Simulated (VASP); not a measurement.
A run of VASP 6.6.1 is set up as follows.

Contents of POSCAR:

```
Pt
1.0
    2.7739638542      0.0000000000      0.0000000000
   -1.3869819271      2.4023231669      0.0000000000
    0.0000000000      0.0000000000      4.8368335620
Pt
2
Direct
    0.6666666667      0.3333333333      0.7500000000
    0.3333333333      0.6666666667      0.2500000000
```

Contents of INCAR.step1:

```
SYSTEM = Pt
  ALGO = Normal
  EDIFF = 1E-4
  ENCUT = 520
  GGA = PE
  ISMEAR = 0
  LASPH = .True.
  LCHARG = .False.
  LREAL = .False.
  LWAVE = .True.
  NBANDS = 17
  NELM = 60
  PREC = Accurate
  SIGMA = 0.15
```

Contents of INCAR.step2:

```
SYSTEM = Pt
  ALGO = Normal
  EDIFF = 1E-6
  ENCUT = 520
  ISIF = 2
  ISMEAR = 0
  ISTART = 1
  LASPH = .True.
  LCHARG = .False.
  LMIXTAU = .True.
  LREAL = .False.
  LWAVE = .False.
  METAGGA = R2SCAN
  NBANDS = 17
  NELM = 60
  PREC = Accurate
  SIGMA = 0.15
```

File KPOINTS:

```
k-points
0
Gamma
  24 24 12
  0 0 0
```

Potentials or basis: VASP PAW PBE potentials, release 64 (Pt).

Command:

```console
$ cat potpaw_PBE.64/Pt/POTCAR > POTCAR
$ cp INCAR.step1 INCAR
$ mpirun -np 1 vasp_std > vasp.out
$ cp INCAR.step2 INCAR
$ mpirun -np 1 vasp_std > vasp.out
```

**Question.** Estimate the pressure.

**Answer.** -10.0 GPa.

**Question.** What does it give for the band gap on the k mesh?

**Answer.** Zero (band 10 reaches 10.26 eV, above the bottom of band 11 at 8.92 eV).

Stress tensor (GPa, compression positive):
```
-10.21   0.00   0.00
  0.00 -10.21   0.00
  0.00   0.00  -9.44
```

Caveat: the cell differs from its parent crystal (strain +0.015 along x and y, +0.015 along z); the PAW data sets were made with another functional, which shifts forces and pressure a little; spin-orbit coupling is left out, which moves the levels of the heavy elements.
